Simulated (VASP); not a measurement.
# Pd (P6_3/mmc) in VASP: single point with r2SCAN

Aim: the single point of Pd with r2SCAN.

Program: VASP 6.6.1. These are calculated values, not measurements. Logs are shortened: lines on timing, memory, paths and dates and some standing lists are left out, and cuts for length are marked.

## 1. The cell of the first run

It takes space group P6_3/mmc (No. 194, hexagonal). Conventional cell: a = 2.864 Å, b = 2.864 Å, c = 9.460 Å, α = 90.00°, β = 90.00°, γ = 120.00°. Pd (site symmetry -3m) has 12 Pd at 2.86 to 2.89 Å within 3.8 Å. Pd (site symmetry -6m2) has 12 Pd at 2.86 to 2.89 Å within 3.8 Å.

This isn't the form of Pd at room conditions, which is fcc.

## 2. Single point, r2SCAN, collinear spin (16.80 Å³/atom)

File POSCAR:

```
Pd
1.0
    2.8638055460      0.0000000000      0.0000000000
   -1.4319027730      2.4801283544      0.0000000000
    0.0000000000      0.0000000000      9.4598800995
Pd
4
Direct
    0.0000000000      0.0000000000      0.0000000000
    0.0000000000      0.0000000000      0.5000000000
    0.3333333333      0.6666666667      0.2500000000
    0.6666666667      0.3333333333      0.7500000000
```

File INCAR.step1:

```
SYSTEM = Pd
ALGO     = Normal         ! electronic algorithm
EDIFF    = 1E-4           ! SCF threshold, eV
ENCUT    = 520            ! plane-wave cutoff, eV
GGA      = PE             ! functional
ISMEAR   = -1             ! smearing method
ISPIN    = 2              ! spin polarisation
LASPH    = .True.         ! aspherical terms in the spheres
LCHARG   = .False.        ! write CHGCAR
LMAXMIX  = 4              ! l up to which the mixer works
LREAL    = .False.        ! projectors in reciprocal space
LWAVE    = .True.         ! write WAVECAR
MAGMOM   = 0.438 0.438 0.453 0.453 ! initial moments
NBANDS   = 32             ! bands
NELM     = 150            ! most SCF steps
PREC     = Accurate       ! precision mode
SIGMA    = 0.05           ! smearing width, eV
```

File INCAR.step2:

```
SYSTEM = Pd
ALGO     = Normal         ! electronic algorithm
EDIFF    = 1E-6           ! SCF threshold, eV
ENCUT    = 520            ! plane-wave cutoff, eV
ISIF     = 2              ! what is computed and relaxed
ISMEAR   = -1             ! smearing method
ISPIN    = 2              ! spin polarisation
ISTART   = 1            
LASPH    = .True.         ! aspherical terms in the spheres
LCHARG   = .True.         ! write CHGCAR
LELF     = .True.         ! ELF
LMAXMIX  = 4              ! l up to which the mixer works
LMIXTAU  = .True.       
LORBIT   = 11             ! projections on sites
LREAL    = .False.        ! projectors in reciprocal space
LVHAR    = .True.       
LWAVE    = .False.        ! write WAVECAR
MAGMOM   = 0.438 0.438 0.453 0.453 ! initial moments
METAGGA  = R2SCAN         ! meta-GGA
NBANDS   = 32             ! bands
NELM     = 150            ! most SCF steps
PREC     = Accurate       ! precision mode
SIGMA    = 0.05           ! smearing width, eV
```

File KPOINTS:

```
k-points
0
Gamma
  15 15 4
  0 0 0
```

Potentials or basis: VASP PAW PBE potentials, release 64 (Pd).

On the command line:

```console
$ cat potpaw_PBE.64/Pd/POTCAR > POTCAR
$ cp INCAR.step1 INCAR
$ mpirun -np 1 vasp_std > vasp.out
$ cp INCAR.step2 INCAR
$ mpirun -np 1 vasp_std > vasp.out
```

OUTCAR:

```text
SYSTEM = Pd
   EDIFF = 1E-6
   ENCUT = 520
   ISIF = 2
   ISMEAR = -1
   ISPIN = 2
   ISTART = 1
   LASPH = .True.
   LORBIT = 11
   LREAL = .False.
   METAGGA = R2SCAN
   NELM = 150
   PREC = Accurate

 ion  position               nearest neighbor table
   1  0.000  0.000  0.000-   3 2.89   4 2.89   4 2.89   3 2.89   4 2.89   3 2.89
   2  0.000  0.000  0.500-   3 2.89   4 2.89   4 2.89   3 2.89   4 2.89   3 2.89
   3  0.333  0.667  0.250-   1 2.89   2 2.89   1 2.89   2 2.89   1 2.89   2 2.89
   4  0.667  0.333  0.750-   1 2.89   2 2.89   1 2.89   2 2.89   1 2.89   2 2.89

  LATTYP: Found a hexagonal cell.
 ALAT       =     2.8638055460
 C/A-ratio  =     3.3032550386

  Lattice vectors:

 A1 = (   2.8638055460,   0.0000000000,   0.0000000000)
 A2 = (  -1.4319027730,   2.4801283544,   0.0000000000)
 A3 = (   0.0000000000,   0.0000000000,   9.4598800995)

Analysis of symmetry for initial positions (statically):
=====================================================================
 Subroutine PRICEL returns:
 Original cell was already a primitive cell.

 Routine SETGRP: Setting up the symmetry group for a
 hexagonal supercell.

 Subroutine GETGRP returns: Found 24 space group operations
 (whereof 12 operations were pure point group operations)
 out of a pool of 24 trial point group operations.

The static configuration has the point symmetry D_3d.
 The point group associated with its full space group is D_6h.

Analysis of symmetry for dynamics (positions and initial velocities):
=====================================================================
 Subroutine PRICEL returns:
 Original cell was already a primitive cell.

 Routine SETGRP: Setting up the symmetry group for a
 hexagonal supercell.

 Subroutine GETGRP returns: Found 24 space group operations
 (whereof 12 operations were pure point group operations)
 out of a pool of 24 trial point group operations.

The dynamic configuration has the point symmetry D_3d.
 The point group associated with its full space group is D_6h.

Analysis of structural, dynamic, and magnetic symmetry:
=====================================================================
 Subroutine PRICEL returns:
 Original cell was already a primitive cell.

 Routine SETGRP: Setting up the symmetry group for a
 hexagonal supercell.

 Subroutine GETGRP returns: Found 24 space group operations
 (whereof 12 operations were pure point group operations)
 out of a pool of 24 trial point group operations.

The overall configuration has the point symmetry D_3d.
 The point group associated with its full space group is D_6h.

 Subroutine INISYM returns: Found 24 space group operations
 (whereof 12 operations are pure point group operations),
 and found     1 'primitive' translations

----------------------------------------------------------------------------------------

                                     Primitive cell

  volume of cell :      67.1898

  direct lattice vectors                    reciprocal lattice vectors
     2.863805546  0.000000000  0.000000000     0.349185719  0.201602469  0.000000000
    -1.431902773  2.480128354  0.000000000     0.000000000  0.403204938  0.000000000
     0.000000000  0.000000000  9.459880099     0.000000000  0.000000000  0.105709585

  length of vectors
     2.863805546  2.863805546  9.459880099     0.403204938  0.403204938  0.105709585

  position of ions in fractional coordinates (direct lattice)
     0.000000000  0.000000000  0.000000000
     0.000000000  0.000000000  0.500000000
     0.333333333  0.666666667  0.250000000
     0.666666667  0.333333333  0.750000000

  ion indices of the primitive-cell ions
   primitive index   ion index
                 1           1
                 2           2
                 3           3
                 4           4

----------------------------------------------------------------------------------------

 KPOINTS: k-points

Automatic generation of k-mesh.
 Grid dimensions read from file:
 generate k-points for:   15   15    4

 Generating k-lattice:

  Cartesian coordinates                     Fractional coordinates (reciprocal lattice)
     0.023279048  0.013440165  0.000000000     0.066666667 -0.000000000  0.000000000
     0.000000000  0.026880329  0.000000000     0.000000000  0.066666667  0.000000000
     0.000000000  0.000000000  0.026427396     0.000000000  0.000000000  0.250000000

  Length of vectors
     0.026880329  0.026880329  0.026427396

  Shift w.r.t. Gamma in fractional coordinates (k-lattice)
     0.000000000  0.000000000  0.000000000

 Subroutine IBZKPT returns following result:
 ===========================================

 Found     81 irreducible k-points:

 Following reciprocal coordinates:
            Coordinates               Weight
  0.000000  0.000000  0.000000      1.000000
  0.066667 -0.000000  0.000000      6.000000
  0.133333  0.000000  0.000000      6.000000
  0.200000 -0.000000  0.000000      6.000000
  0.266667  0.000000  0.000000      6.000000
  0.333333 -0.000000  0.000000      6.000000
[... 16 lines left out ...]
  0.333333  0.200000  0.000000     12.000000
  0.400000  0.200000  0.000000      6.000000
 [... further k-points ...]
   k-points           NKPTS =     81   k-points in BZ     NKDIM =     81   number of bands    NBANDS=     32
   number of dos      NEDOS =    301   number of ions     NIONS =      4
   total plane-waves  NPLWV =  40320
   dimension x,y,z NGX =    24 NGY =   24 NGZ =   70
   dimension x,y,z NGXF=    48 NGYF=   48 NGZF=  140
   ions per type =               4
   NGX,Y,Z   is equivalent  to a cutoff of  13.93, 13.93, 12.30 a.u.
   NGXF,Y,Z  is equivalent  to a cutoff of  27.86, 27.86, 24.60 a.u.
 SYSTEM =  Pd
   PREC   = accura    normal or accurate (medium, high low for compatibility)
   ISTART =      1    job   : 0-new  1-cont  2-samecut
   ICHARG =      0    charge: 1-file 2-atom 10-const
   ISPIN  =      2    spin polarized calculation?
   LNONCOLLINEAR =      F non collinear calculations
   LSORBIT =      F    spin-orbit coupling
   LASPH  =      T    aspherical Exc in radial PAW
   ENCUT  =  520.0 eV  38.22 Ry    6.18 a.u.   5.32  5.32 17.59*2*pi/ulx,y,z
   NELM   =    150;   NELMIN=  2; NELMDL=  0     # of ELM steps
   EDIFF  = 0.1E-05   stopping-criterion for ELM
   LREAL  =      F    real-space projection
   EDIFFG = 0.1E-04   stopping-criterion for IOM
   NSW    =      0    number of steps for IOM
   IBRION =     -1    ionic relax: 0-MD 1-quasi-New 2-CG
   NFREE  =      0    steps in history (QN), initial steepest desc. (CG)
   ISIF   =      2    stress and relaxation
   ISYM   =      2    0-nonsym 1-usesym 2-fastsym
   POTIM  = 0.5000    time-step for ionic-motion
   TEBEG  =    0.0;   TEEND  =   0.0 temperature during run
   PSTRESS=    0.0 pullay stress
   NELECT =      40.0000    total number of electrons
   NUPDOWN=      -1.0000    fix difference up-down
   EMIN   =  10.00;   EMAX   =-10.00  energy-range for DOS
   EFERMI =   0.00;   METHOD = LEGACY
   ISMEAR =    -1;   SIGMA  =   0.05  broadening in eV -4-tet -1-fermi 0-gaus
   EFERMI_NEDOS =   21; number of points for ismear=-14 and -15
   IALGO  =     38    algorithm
   IMIX   =      4    mixing-type and parameters
     AMIX     =   0.40;   BMIX     =  1.00
     AMIX_MAG =   1.60;   BMIX_MAG =  1.00
  volume/ion in A,a.u.               =      16.80       113.35
  Fermi-wavevector in a.u.,A,eV,Ry     =   1.377190  2.602511 25.805505  1.896651
  Thomas-Fermi vector in A             =   2.502366
   LORBIT       =     11    0 simple, 1 ext, 2 COOP (PROOUT), +10 PAW based schemes
   METAGGA = R2SCAN    functional components
   LHFCALC =     F    Hartree Fock is set to
   AEXX    =    0.0000 exact exchange contribution
   IVDW    =     0    specifies the selected vdW correction
   LEPSILON=     F    determine dielectric tensor
   LRPA    =     F    only Hartree local field effects (RPA)
 spin polarized calculation
  energy-cutoff  :      520.00
  volume of cell :       67.19
 maximum number of plane-waves:      1833
 NGX is ok and might be reduce to    24
   NGX = 11   NGY = 11   NGZ = 35

 number of electron      39.9999995 magnetization       1.6478732

 Free energy of the ion-electron system (eV)
  ---------------------------------------------------
  ext. energy  EPLUGINS =         0.00000000
  ---------------------------------------------------
  free energy    TOTEN  =       -91.44780012 eV

  energy without entropy =      -91.39755198  energy(sigma->0) =      -91.42267605

 E-fermi :   7.6871     XC(G=0): -13.1798

 val. band max:        7.6852494348   @ k =   0.4000   0.0667   0.2500
 cond. band min:       7.6893508147   @ k =   0.0667  -0.0000   0.0000
 fundamental gap:      0.0041013799
 Fermi energy:         7.6870952985

 spin component 1

 k-point     1 :       0.0000    0.0000    0.0000
  band No.  band energies     occupation
      1       1.4263      1.00000
      2       2.8970      1.00000
      3       2.9107      1.00000
      4       2.9709      1.00000
      5       4.9216      1.00000
      6       4.9936      1.00000
[... 24 lines left out ...]
     31      27.0937      0.00000
     32      27.7725      0.00000
[... 774 lines left out ...]
      2       3.4859      1.00000
      3       3.6984      1.00000
      4       4.1688      1.00000
      5       4.2271      1.00000
      6       4.2778      1.00000
[... 24 lines left out ...]
     31      19.3577      0.00000
     32      19.8791      0.00000

 [... further k-points ...]

 spin component 2

 k-point     1 :       0.0000    0.0000    0.0000
  band No.  band energies     occupation
      1       1.3699      1.00000
      2       2.9590      1.00000
      3       2.9643      1.00000
      4       3.2703      1.00000
      5       5.3755      1.00000
      6       5.3755      1.00000
[... 24 lines left out ...]
     31      27.0793      0.00000
     32      27.7423      0.00000
[... 774 lines left out ...]
      2       3.8144      1.00000
      3       4.0343      1.00000
      4       4.4274      1.00000
      5       4.5507      1.00000
      6       4.6704      1.00000
[... 24 lines left out ...]
     31      19.4511      0.00000
     32      20.0030      0.00000

 [... further k-points ...]

------------------------ aborting loop because EDIFF is reached ----------------------------------------

  FORCE on cell =-STRESS in cart. coord.  units (eV):
  Direction    XX          YY          ZZ          XY          YZ          ZX
  --------------------------------------------------------------------------------------
  -------------------------------------------------------------------------------------
  Total       -6.2274593     -6.2274593     -6.1949299      0.0000000      0.0000000      0.0000000
  in kB     -148.4971649   -148.4971649   -147.7214842      0.0000000      0.0000000      0.0000000
  external PRESSURE =    -148.2386046 kB  Pullay stress =       0.0000000 kB

 VOLUME and BASIS-vectors are now :
 -----------------------------------------------------------------------------
  energy-cutoff  :      520.00
  volume of cell :       67.19
      direct lattice vectors                 reciprocal lattice vectors
     2.863805546  0.000000000  0.000000000     0.349185719  0.201602469  0.000000000
    -1.431902773  2.480128354  0.000000000     0.000000000  0.403204938  0.000000000
     0.000000000  0.000000000  9.459880099     0.000000000  0.000000000  0.105709585

 POSITION                                       TOTAL-FORCE (eV/Angst)
 -----------------------------------------------------------------------------------
      0.00000      0.00000      0.00000        -0.000000     -0.000000      0.000000
      0.00000      0.00000      4.72994        -0.000000     -0.000000      0.000000
     -0.00000      1.65342      2.36497        -0.000000     -0.000000     -0.000000
      1.43190      0.82671      7.09491         0.000000      0.000000      0.000000
 -----------------------------------------------------------------------------------
    total drift:                               -0.000000      0.000000      0.000000

  FREE ENERGIE OF THE ION-ELECTRON SYSTEM (eV)
  ---------------------------------------------------
  free  energy   TOTEN  =       -91.4478001198 eV

  energy  without entropy=      -91.3975519817  energy(sigma->0) =      -91.42267605

 total charge

# of ion       s       p       d       tot
------------------------------------------
    1        0.450   0.343   8.459   9.252
    2        0.450   0.343   8.459   9.252
    3        0.451   0.344   8.455   9.250
    4        0.451   0.344   8.455   9.250
--------------------------------------------------
tot          1.804   1.374  33.827  37.005

 magnetization (x)

# of ion       s       p       d       tot
------------------------------------------
    1       -0.004  -0.015   0.437   0.418
    2       -0.004  -0.015   0.437   0.418
    3       -0.004  -0.015   0.452   0.432
    4       -0.004  -0.015   0.452   0.432
--------------------------------------------------
tot         -0.017  -0.062   1.779   1.701
```

It took 46 min on 1 thread of Oxide Virtual Turin-like, shared host; peak memory 0.36 GiB.

What came out:

| Property | Result |
| --- | --- |
| Free energy | -91.4478 eV |
| Pressure | -14.8 GPa |
| Net moment | 1.65 μB per cell |
| Site moments | Pd +0.42, +0.43 (each value once) μB |
| Valence electrons inside the program's atomic spheres | Pd 9.25 |

Caveat: the cell stands under tension; the PAW data sets were made with another functional, which shifts forces and pressure a little.
